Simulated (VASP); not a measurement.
## Co: single point with revPBE

Co:

```
CELL_PARAMETERS angstrom
-1.68695 1.38704 1.23673
1.38704 -1.68695 1.23673
3.13170 3.13170 -1.78601
ATOMIC_POSITIONS crystal
Co 0.95845 0.04155 0.00000
Co 0.79155 0.20845 0.50000
```

| Property | Result |
| --- | --- |
| Program | VASP 6.6.1 |
| Task | single point |
| Functional | revPBE |
| Potentials or basis | VASP PAW PBE potentials, release 64 (Co) |
| Cutoff | 520 eV |
| k mesh | 15 × 15 × 10 |
| Occupations | fermi-dirac, width 0.05 eV |
| Spin | collinear spin, ferromagnetic start |
| Starting moments | [1.7, 1.7] μB |
| Dipole correction | no |
| Further INCAR settings | ALGO = Normal; EDIFF = 1e-06; NBANDS = 20; ISYM = 0 |

* Pressure: -0.5 GPa
* Net moment: 3.26 μB per cell
* Site moments: Co +1.66 μB
* Valence electrons inside the program's atomic spheres: Co 8.23

Stress tensor (GPa, compression positive):
```
-0.54 -0.09 -0.04
-0.09 -0.54 -0.04
-0.04 -0.04 -0.46
```

Levels at points of the mesh, in eV from the Fermi level:
Spin up:
| k point | band 9 | band 10 | band 11 | band 12 | band 13 | band 14 |
| --- | --- | --- | --- | --- | --- | --- |
| (0.00, 0.00, 0.00) | -1.96 | -0.91 | -0.90 | -0.06 | 6.15 | 21.81 |
| (0.00, 0.00, 0.50) | -1.20 | -1.20 | -1.20 | -1.20 | 14.76 | 14.76 |
Spin down:
```tsv
k point	band 4	band 5	band 6	band 7	band 8	band 9	band 10	band 11
(0.00, 0.00, 0.00)	-0.90	-0.90	-0.55	-0.55	-0.18	-0.13	-0.13	1.04
(0.00, 0.00, 0.50)	-1.48	-0.96	-0.96	-0.96	-0.96	0.72	0.72	0.72
```

Run time: 21 min on 1 thread of Oxide Virtual Turin-like Processor, on a shared host, peak memory 0.68 GiB.

Caveat: the PAW data sets were made with another functional, which shifts forces and pressure a little.
